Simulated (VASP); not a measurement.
Wanted: the native input for a VASP 6.6.1 run.

* Task: relaxation of cell and atoms
* Functional: PBE
* Potentials or basis: VASP PAW PBE potentials, release 64 (Hf_pv, O)
* Cutoff: 600 eV
* k mesh: 6 × 4 × 6
* Occupations: gaussian, width 0.02 eV
* Spin: no spin polarisation
* Dipole correction: no
* Further INCAR settings: ALGO = Normal; EDIFF = 1e-06; IBRION = 2; EDIFFG = -0.015; NSW = 80; ISIF = 3

The structure of HfO2 lies in POSCAR:

```
HfO2
1.0
   -4.0194223587     -4.0194223587      0.0000000000
   -4.0194223587      4.0194223587      0.0000000000
    2.0097111793      2.0097111793     -5.3212988042
Hf O
4 8
Direct
    0.5000000000      0.5000000000      0.0000000000
    1.0000000000      1.0000000000      0.0000000000
    0.0000000000      0.7500000000      0.5000000000
    0.5000000000      0.2500000000      0.5000000000
    0.7982768228      0.7500000000      0.0965536456
    0.2982768228      0.2500000000      0.0965536456
    0.2982768228      0.5000000000      0.5965536456
    0.7982768228      0.0000000000      0.5965536456
    0.2017231772      0.7500000000      0.9034463544
    0.7017231772      0.2500000000      0.9034463544
    0.7017231772      0.5000000000      0.4034463544
    0.2017231772      0.0000000000      0.4034463544
```

The input as run:

INCAR

```
SYSTEM = HfO2
  PREC = Accurate
  ENCUT = 600
  EDIFF = 1E-6
  ISMEAR = 0
  SIGMA = 0.02
  LREAL = .FALSE.
  LASPH = .TRUE.
  NELM = 100
  ALGO = Normal
  ISIF = 3
  LWAVE = .FALSE.
  LCHARG = .FALSE.
  GGA = PE
  IBRION = 2
  NSW = 80
  EDIFFG = -0.015
```

KPOINTS

```
regular mesh
0
G
  6 4 6
  0 0 0
```

Potentials or basis: VASP PAW PBE potentials, release 64 (Hf_pv, O).

The run is started by

```console
$ cat potpaw_PBE.64/Hf_pv/POTCAR potpaw_PBE.64/O/POTCAR > POTCAR
$ mpirun -np 1 vasp_std > vasp.out
```

It gave:

```yaml
Relaxed_volume: 14.13 Å³/atom
Relaxed_cell: a = 5.659 Å, b = 5.659 Å, c = 6.004 Å, α = 90.00°, β = 118.11°, γ = 90.00°
Space_group_after_relaxing_to_0.1_Å: I4_1/amd (No. 141)
Energy_gained_by_relaxing: 1.6 meV/atom
Ionic_steps: 5
Pressure_after_relaxing: 0.0 GPa
Largest_force_after_relaxing: 0.008 eV/Å
Band_gap_on_the_k_mesh: 4.45 eV
```

Caveat: spin-orbit coupling is left out, which moves the levels of the heavy elements.

Wall time 59 min on 1 thread of Oxide Virtual Turin-like Processor, on a shared host, peak memory 0.52 GiB.
